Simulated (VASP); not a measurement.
Set up this calculation in VASP 6.6.1, as the native input.

```
Task                   : single point
Functional             : PBE
Potentials or basis    : VASP PAW PBE potentials, release 64 (Pt)
Cutoff                 : 520 eV
k mesh                 : 20 × 20 × 20
Occupations            : gaussian, width 0.15 eV
Spin                   : no spin polarisation
Dipole correction      : no
Further INCAR settings : ALGO = Fast; EDIFF = 1e-07; NBANDS = 11
```

The structure of Pt lies in POSCAR:

```
Pt
1.0
    0.0000000000      1.9089525000      1.8600050000
    1.9089525000      0.0000000000      1.8600050000
    1.9089525000      1.9089525000      0.0000000000
Pt
1
Direct
    0.0000000000      0.0000000000      0.0000000000
```

This cell differs from its parent crystal: strain -0.025 along x and y, -0.050 along z.

The input as run:

INCAR

```
PREC = Accurate
ENCUT = 520
EDIFF = 1E-7
ISMEAR = 0
SIGMA = 0.15
LREAL = False
LASPH = True
NELM = 60
ALGO = Fast
ISIF = 2
LWAVE = False
LCHARG = False
GGA = PE
NBANDS = 11
```

KPOINTS

```
regular mesh
0
Gamma
  20 20 20
```

Potentials or basis: VASP PAW PBE potentials, release 64 (Pt).

The run is started by

```sh
$ cat potpaw_PBE.64/Pt/POTCAR > POTCAR
$ mpirun -np 1 vasp_std > vasp.out
```

Results of the run:

The pressure is 51.9 GPa. The band gap on the k mesh is zero (band 5 reaches 14.21 eV, above the bottom of band 6 at 11.41 eV).

Caveat: the cell differs from its parent crystal (strain -0.025 along x and y, -0.050 along z); spin-orbit coupling is left out, which moves the levels of the heavy elements.

Wall time 3.9 min on 1 thread of AMD EPYC 7R13, with other jobs on the host, peak memory 0.18 GiB.
